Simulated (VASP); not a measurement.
# Fe (P6_3/mmc) in VASP: a series of runs, part 2 of 2

VASP 6.6.1.

### Step 4. Single point, RPBE

File INCAR:

```
PREC = Accurate
ENCUT = 520
EDIFF = 1E-7
ISMEAR = -1
SIGMA = 0.1
LREAL = False
LASPH = True
NELM = 100
ALGO = Normal
ISIF = 2
LWAVE = False
LCHARG = False
GGA = RP
NBANDS = 15
```

File KPOINTS:

```
regular mesh
0
Gamma
  14 14 8
```

File POSCAR:

```
Fe
1.0
    2.4789035963      0.0000000000      0.0000000000
   -1.2394517982      2.1467934879      0.0000000000
    0.0000000000      0.0000000000      3.9204861124
Fe
2
Direct
    0.3333333333      0.6666666667      0.2500000000
    0.6666666667      0.3333333333      0.7500000000
```

Potentials or basis: VASP PAW PBE potentials, release 64 (Fe).

Command:

```
$ cat potpaw_PBE.64/Fe/POTCAR > POTCAR
$ mpirun -np 1 vasp_std > vasp.out
```

OUTCAR:

```text
PREC = Accurate
   ENCUT = 520
   EDIFF = 1E-7
   ISMEAR = -1
   LREAL = False
   LASPH = True
   NELM = 100
   ISIF = 2
   GGA = RP

 ion  position               nearest neighbor table
   1  0.333  0.667  0.250-   2 2.43   2 2.43   2 2.43   2 2.43   2 2.43   2 2.43
   2  0.667  0.333  0.750-   1 2.43   1 2.43   1 2.43   1 2.43   1 2.43   1 2.43

  LATTYP: Found a hexagonal cell.
 ALAT       =     2.4789035963
 C/A-ratio  =     1.5815403706

  Lattice vectors:

 A1 = (   2.4789035963,   0.0000000000,   0.0000000000)
 A2 = (  -1.2394517982,   2.1467934879,   0.0000000000)
 A3 = (   0.0000000000,   0.0000000000,   3.9204861124)

Analysis of symmetry for initial positions (statically):
=====================================================================
 Subroutine PRICEL returns:
 Original cell was already a primitive cell.

 Routine SETGRP: Setting up the symmetry group for a
 hexagonal supercell.

 Subroutine GETGRP returns: Found 24 space group operations
 (whereof 12 operations were pure point group operations)
 out of a pool of 24 trial point group operations.

The static configuration has the point symmetry D_3d.
 The point group associated with its full space group is D_6h.

Analysis of symmetry for dynamics (positions and initial velocities):
=====================================================================
 Subroutine PRICEL returns:
 Original cell was already a primitive cell.

 Routine SETGRP: Setting up the symmetry group for a
 hexagonal supercell.

 Subroutine GETGRP returns: Found 24 space group operations
 (whereof 12 operations were pure point group operations)
 out of a pool of 24 trial point group operations.

The dynamic configuration has the point symmetry D_3d.
 The point group associated with its full space group is D_6h.

 Subroutine INISYM returns: Found 24 space group operations
 (whereof 12 operations are pure point group operations),
 and found     1 'primitive' translations

[... 115 lines left out ...]
  volume/ion in A,a.u.               =      10.43        70.40
  Fermi-wavevector in a.u.,A,eV,Ry     =   1.498482  2.831721 30.551182  2.245449
  Thomas-Fermi vector in A             =   2.610235
   LORBIT       =      0    0 simple, 1 ext, 2 COOP (PROOUT), +10 PAW based schemes
   GGA     = RP    functional components
   LHFCALC =     F    Hartree Fock is set to
   AEXX    =    0.0000 exact exchange contribution
   IVDW    =     0    specifies the selected vdW correction
   LEPSILON=     F    determine dielectric tensor
   LRPA    =     F    only Hartree local field effects (RPA)
 non-spin polarized calculation
  energy-cutoff  :      520.00
  volume of cell :       20.86
 maximum number of plane-waves:       580
   NGX =  9   NGY =  9   NGZ = 15

 number of electron      15.9999997 magnetization

 Free energy of the ion-electron system (eV)
  ---------------------------------------------------
  ext. energy  EPLUGINS =         0.00000000
  ---------------------------------------------------
  free energy    TOTEN  =       -15.21458201 eV

  energy without entropy =      -15.12339579  energy(sigma->0) =      -15.16898890

 E-fermi :   6.7603     XC(G=0): -13.5721

 val. band max:        6.7585660134   @ k =   0.4286   0.0000   0.2500
 cond. band min:       6.7605052654   @ k =   0.1429   0.1429   0.2500
 fundamental gap:      0.0019392520
 Fermi energy:         6.7602576214

 k-point     1 :       0.0000    0.0000    0.0000
  band No.  band energies     occupation
      1      -2.0120      2.00000
      2       1.9830      2.00000
      3       5.1793      2.00000
      4       5.1793      2.00000
      5       5.2985      2.00000
      6       5.6260      1.99998
      7       5.6260      1.99998
      8       5.9534      1.99937
      9       5.9534      1.99937
     10       7.2831      0.01066
     11       7.4486      0.00205
     12       7.4486      0.00205
     13      15.3093      0.00000
     14      28.4246      0.00000
[... 401 lines left out ...]
      2       3.2579      2.00000
      3       3.3208      2.00000
      4       3.6779      2.00000
      5       4.7551      2.00000
      6       4.9124      2.00000
      7       6.0265      1.99870
      8       7.2677      0.01243
      9       7.4504      0.00201
     10       7.5740      0.00058
     11      11.7899      0.00000
     12      12.8872      0.00000
     13      14.3757      0.00000
     14      20.2095      0.00000
     15      20.4923      0.00000

 [... further k-points ...]
[... 5 lines left out ...]
  --------------------------------------------------------------------------------------
  -------------------------------------------------------------------------------------
  Total       -0.0610511     -0.0610511     -0.0884715      0.0000000      0.0000000      0.0000000
  in kB       -4.6882910     -4.6882910     -6.7939795      0.0000000      0.0000000      0.0000000
  external PRESSURE =      -5.3901872 kB  Pullay stress =       0.0000000 kB

 VOLUME and BASIS-vectors are now :
 -----------------------------------------------------------------------------
  energy-cutoff  :      520.00
  volume of cell :       20.86
      direct lattice vectors                 reciprocal lattice vectors
     2.478903596  0.000000000  0.000000000     0.403404151  0.232905495  0.000000000
    -1.239451798  2.146793488  0.000000000     0.000000000  0.465810990  0.000000000
     0.000000000  0.000000000  3.920486112     0.000000000  0.000000000  0.255070410

 POSITION                                       TOTAL-FORCE (eV/Angst)
 -----------------------------------------------------------------------------------
     -0.00000      1.43120      0.98012        -0.000000      0.000000      0.000000
      1.23945      0.71560      2.94036         0.000000      0.000000      0.000000
 -----------------------------------------------------------------------------------
    total drift:                                0.000000     -0.000000     -0.000000

  FREE ENERGIE OF THE ION-ELECTRON SYSTEM (eV)
  ---------------------------------------------------
  free  energy   TOTEN  =       -15.2145820072 eV

  energy  without entropy=      -15.1233957857  energy(sigma->0) =      -15.16898890
```

stdout:

```text
POSCAR found type information on POSCAR Fe
 POSCAR found :  1 types and       2 ions
 scaLAPACK will be used
 -----------------------------------------------------------------------------
|                                                                             |
|                                                                             |
|     You enforced a specific xc type in the INCAR file but a different       |
|     I HOPE YOU KNOW WHAT YOU ARE DOING!                                     |
|                                                                             |
 -----------------------------------------------------------------------------

 LDA part: xc-table for (Slater+PW92), standard interpolation
 POSCAR, INCAR and KPOINTS ok, starting setup
 FFT: planning ... GRIDC
 FFT: planning ... GRID_SOFT
 FFT: planning ... GRID
 WAVECAR not read
 entering main loop
```

Run time: 21 s. Hardware: 1 thread of Intel Xeon Platinum 8488C (Sapphire Rapids), shared host; peak memory 0.15 GiB.

Results:

```yaml
Free_energy: -15.2146 eV
Pressure: -0.5 GPa
Band_gap_on_the_k_mesh: zero (band 8 reaches 7.65 eV, above the bottom of band 9 at 5.88 eV)
```

Stress tensor (GPa, compression positive):
```
-0.47  0.00  0.00
 0.00 -0.47  0.00
 0.00  0.00 -0.68
```

Caveat: the PAW data sets were made with another functional, which shifts forces and pressure a little; the run has no spin polarisation, though such a crystal can be magnetic. Spin polarisation is off, so any magnetic state and its effect on volume and gap are missing.

### Step 5. Single point, RPBE (volume scaled by 0.88)

File INCAR:

```
SYSTEM = Fe
PREC     = Accurate       ! precision mode
ENCUT    = 520            ! plane-wave cutoff, eV
EDIFF    = 1E-6           ! SCF threshold, eV
ISMEAR   = -1             ! smearing method
SIGMA    = 0.1            ! smearing width, eV
LREAL    = .False.        ! projectors in reciprocal space
LASPH    = .True.         ! aspherical terms in the spheres
NELM     = 80             ! most SCF steps
ALGO     = Normal         ! electronic algorithm
ISIF     = 2              ! what is computed and relaxed
LWAVE    = .False.        ! write WAVECAR
LCHARG   = .False.        ! write CHGCAR
GGA      = RP             ! functional
NBANDS   = 15             ! bands
```

File KPOINTS:

```
Automatic mesh
0
Gamma
  16 16 9
  0 0 0
```

File POSCAR:

```
Fe
1.0
    2.3754935830      0.0000000000      0.0000000000
   -1.1877467915      2.0572377894      0.0000000000
    0.0000000000      0.0000000000      3.7569390017
Fe
2
Direct
    0.3333333333      0.6666666667      0.2500000000
    0.6666666667      0.3333333333      0.7500000000
```

Command:

```
$ cat potpaw_PBE.64/Fe/POTCAR > POTCAR
$ mpirun -np 1 vasp_std > vasp.out
```

Wall time 21 s (1 thread of Intel Xeon Platinum 8488C (Sapphire Rapids), shared host); peak memory 0.15 GiB.

The run converged. Its results:

| Item | Value |
| --- | --- |
| Free energy | -14.9093 eV |
| Pressure | 44.9 GPa |
| Band gap on the k mesh | zero (band 8 reaches 9.34 eV, above the bottom of band 9 at 7.16 eV) |

Stress tensor (GPa, compression positive):
```
44.45  0.00  0.00
 0.00 44.45  0.00
 0.00  0.00 45.83
```

Levels at points of the mesh, in eV from the Fermi level:
```csv
k point,band 6,band 7,band 8,band 9,band 10,band 11
"(0.00, 0.00, 0.00)",-1.37,-1.37,-0.97,-0.97,0.59,0.83
"(0.50, 0.00, 0.00)",-1.75,-1.22,0.96,1.22,1.26,3.06
```

Caveat: the PAW data sets were made with another functional, which shifts forces and pressure a little; the run has no spin polarisation, though such a crystal can be magnetic.

### Step 6. Single point, RPBE (volume scaled by 0.92)

File INCAR:

```
SYSTEM = Fe
ALGO = Normal ; EDIFF = 1E-6
ENCUT = 520 ; GGA = RP
ISIF = 2 ; ISMEAR = -1
LASPH = .True. ; LCHARG = .True.
LELF = .True. ; LREAL = .False.
LVHAR = .True. ; LWAVE = .False.
NBANDS = 15 ; NELM = 60
PREC = Accurate ; SIGMA = 0.1
```

File KPOINTS:

```
k-points
0
Gamma
  16 16 9
  0 0 0
```

File POSCAR:

```
Fe
1.0
    2.4109539390      0.0000000000      0.0000000000
   -1.2054769695      2.0879473585      0.0000000000
    0.0000000000      0.0000000000      3.8130209863
Fe
2
Direct
    0.3333333333      0.6666666667      0.2500000000
    0.6666666667      0.3333333333      0.7500000000
```

Potentials or basis: VASP PAW PBE potentials, release 64 (Fe).

Command:

```
$ cat potpaw_PBE.64/Fe/POTCAR > POTCAR
$ mpirun -np 1 vasp_std > vasp.out
```

Wall time 23 s (1 thread of Intel Xeon Platinum 8488C (Sapphire Rapids), shared host); peak memory 0.15 GiB.

It converged, with:

```yaml
Free_energy: -15.0923 eV
Pressure: 26.2 GPa
Band_gap_on_the_k_mesh: zero (band 8 reaches 8.73 eV, above the bottom of band 9 at 6.68 eV)
```

Stress tensor (GPa, compression positive):
```
25.93  0.00  0.00
 0.00 25.93  0.00
 0.00  0.00 26.70
```

Levels at points of the mesh, in eV from the Fermi level:
| k point | band 4 | band 5 | band 6 | band 7 | band 8 | band 9 | band 10 | band 11 | band 12 | band 13 |
| --- | --- | --- | --- | --- | --- | --- | --- | --- | --- | --- |
| (0.00, 0.00, 0.00) | -1.80 | -1.65 | -1.29 | -1.29 | -0.91 | -0.91 | 0.56 | 0.78 | 0.78 | 9.41 |
| (0.50, 0.00, 0.00) | -2.17 | -2.12 | -1.65 | -1.15 | 0.90 | 1.14 | 1.18 | 2.89 | 5.20 | 11.85 |

Caveat: the PAW data sets were made with another functional, which shifts forces and pressure a little; the run has no spin polarisation, though such a crystal can be magnetic. Spin polarisation is off, so any magnetic state and its effect on volume and gap are missing.

### Step 7. The runs side by side

| spin | cell | k mesh | smearing | gap on the mesh (eV) | pressure (GPa) |
| --- | --- | --- | --- | --- | --- |
| collinear, antiferromagnetic start | a = 2.479, b = 2.479, c = 3.916 Å, angles 90.0, 90.0, 120.0°, 2 atoms | 14 × 14 × 8 | fermi-dirac 0.05 eV | none | -0.5 |
| off | a = 2.479, b = 2.479, c = 3.920 Å, angles 90.0, 90.0, 120.0°, 2 atoms | 14 × 14 × 8 | fermi-dirac 0.1 eV | none | -0.5 |
| off | a = 2.375, b = 2.375, c = 3.757 Å, angles 90.0, 90.0, 120.0°, 2 atoms | 16 × 16 × 9 | fermi-dirac 0.1 eV | none | 44.9 |
| off | a = 2.411, b = 2.411, c = 3.813 Å, angles 90.0, 90.0, 120.0°, 2 atoms | 16 × 16 × 9 | fermi-dirac 0.1 eV | none | 26.2 |

Alike in all rows: task single point; level RPBE; potentials or basis VASP PAW PBE potentials, release 64 (Fe); cutoff (eV) 520.

Caveats: the PAW data sets were made with another functional, which shifts forces and pressure a little.

Absolute energies hang on the potentials; compare differences alone.
